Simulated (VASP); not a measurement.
Input of a VASP 6.6.1 run:

INCAR

```
PREC = Accurate
ENCUT = 520
EDIFF = 1E-8
ISMEAR = -1
SIGMA = 0.01
LREAL = False
LASPH = True
NELM = 100
ALGO = Normal
ISIF = 2
LWAVE = False
LCHARG = False
LEFG = True
NBANDS = 11
```

File KPOINTS:

```
Automatic mesh
0
Gamma
  12 12 12
```

The input POSCAR:

```
AlN
1.0
    0.0000000000      1.9713845660      1.9713845660
    1.9713845660      0.0000000000      1.9713845660
    1.9713845660      1.9713845660      0.0000000000
Al N
1 1
Direct
    0.0000000000      0.0000000000      0.0000000000
    0.5000000000      0.5000000000      0.5000000000
```

Potentials or basis: VASP PAW LDA potentials, release 64 (Al, N).

Command:

```sh
$ cat potpaw_LDA.64/Al/POTCAR potpaw_LDA.64/N/POTCAR > POTCAR
$ mpirun -np 1 vasp_std > vasp.out
```

Question: Estimate the pressure.

Answer: 16.6 GPa.

Question: Predict the band gap on the k mesh.

Answer: 5.05 eV, indirect (least direct gap 6.91 eV).

Caveat: without QUAD_EFG the Cq values of the log hold for a quadrupole moment of 1 mb, not for the nuclei. A k mesh can miss the band edges.
